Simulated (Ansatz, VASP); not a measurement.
# ZnSe: VASP beside Ansatz

Contents of INCAR:

```
ALGO = Normal ; EDIFF = 1E-6
ENCUT = 520 ; GGA = RE
ISIF = 2 ; ISMEAR = 0
IVDW = 13 ; LASPH = True
LCHARG = True ; LELF = True
LREAL = False ; LVHAR = True
LWAVE = False ; NBANDS = 16
NELM = 60 ; PREC = Accurate
SIGMA = 0.05
```

Contents of KPOINTS:

```
k-points
0
Gamma
  8 8 8
```

The input POSCAR:

```
ZnSe
1.0
    0.0000000000      2.8589452321      2.8589452321
    2.8589452321      0.0000000000      2.8589452321
    2.8589452321      2.8589452321      0.0000000000
Zn Se
1 1
Direct
    0.0000000000      0.0000000000      0.0000000000
    0.7500000000      0.7500000000      0.7500000000
```

Input for Ansatz:

```yaml
crystal:
  lattice:
    - [0.0, 2.8589452321, 2.8589452321]
    - [2.8589452321, 0.0, 2.8589452321]
    - [2.8589452321, 2.8589452321, 0.0]
  atoms:
    - { symbol: Zn, position: [0.0, 0.0, 0.0] }
    - { symbol: Se, position: [0.75, 0.75, 0.75] }
basis:
  ecutwfc: 420
  ecutrho_ratio: 4
kpoints:
  mp_grid: { grid: [8, 8, 8] }
hamiltonian:
  xc: revpbe
  dispersion: d4
scf:
  occupations: { method: gaussian, width: 0.05 }
output:
  forces: true
  stress: true
  eigenvalues: true
```

Alike in both runs: task single point; functional revPBE; dispersion D4; k mesh 8 × 8 × 8; occupations gaussian, width 0.05 eV; no spin polarisation.

|  | VASP | Ansatz |
| --- | --- | --- |
| version | VASP 6.6.1 | Ansatz 0.2.0 |
| potentials or method | VASP PAW PBE potentials, release 64 (Zn, Se), cutoff 520 eV | scalar-relativistic, plane waves, PAW |
| valence electrons in the cell | 18 | 28 |

Ansatz gave:

| Item | Value |
| --- | --- |
| gap on the k mesh at the Fermi level (eV) | 1.31 |
| least direct gap on the mesh (eV) | 1.31 |
| pressure (GPa) | -2.3 |

Task: Which values does VASP return?

Result: gap on the k mesh at the Fermi level (eV): 1.30; least direct gap on the mesh (eV): 1.30; pressure (GPa): -2.1.

VASP's potentials were made for PBE, not for revPBE. VASP's potentials hold 18 valence electrons a cell and Ansatz's 28, so a difference there can come from the potentials and not from the codes.
